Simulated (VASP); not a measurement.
Crystal: Cu3N.

```
Cu N
1.0
     3.82729    0.00000    0.00000
     0.00000    3.82729    0.00000
     0.00000    0.00000    3.82729
Cu N
3 1
Direct
  0.50000 0.00000 0.00000
  0.00000 0.50000 0.00000
  0.00000 0.00000 0.50000
  0.00000 0.00000 0.00000
```

- Program: VASP 6.6.1
- Task: relaxation of cell and atoms
- Functional: PBEsol
- Potentials or basis: VASP PAW PBE potentials, release 64 (Cu, N)
- Cutoff: 600 eV
- k mesh: 10 × 10 × 10
- Occupations: gaussian, width 0.01 eV
- Spin: no spin polarisation

At the start: pressure -5.3 GPa; volume 14.02 Å³/atom.

Task: Where does the relaxation end?

Result: Over 3 steps the energy falls by 10.6 meV/atom and the volume is 13.40 Å³/atom (-4.4 %); space group Pm-3m (No. 221, to 0.05 Å).

The path:
```csv
step,energy change (eV),largest force (eV/Å),pressure (GPa),volume (Å³)
1,0.0000,0.0000,-5.34,56.06
2,-0.0298,0.0000,3.27,52.36
3,-0.0424,0.0000,0.01,53.62
```

Final structure:
```
CELL_PARAMETERS angstrom
3.77083 0.00000 0.00000
0.00000 3.77083 0.00000
0.00000 0.00000 3.77083
ATOMIC_POSITIONS crystal
Cu 0.50000 0.00000 0.00000
Cu 0.00000 0.50000 0.00000
Cu 0.00000 0.00000 0.50000
N 0.00000 0.00000 0.00000
```

Caveat: the PAW data sets were made with another functional, which shifts forces and pressure a little.
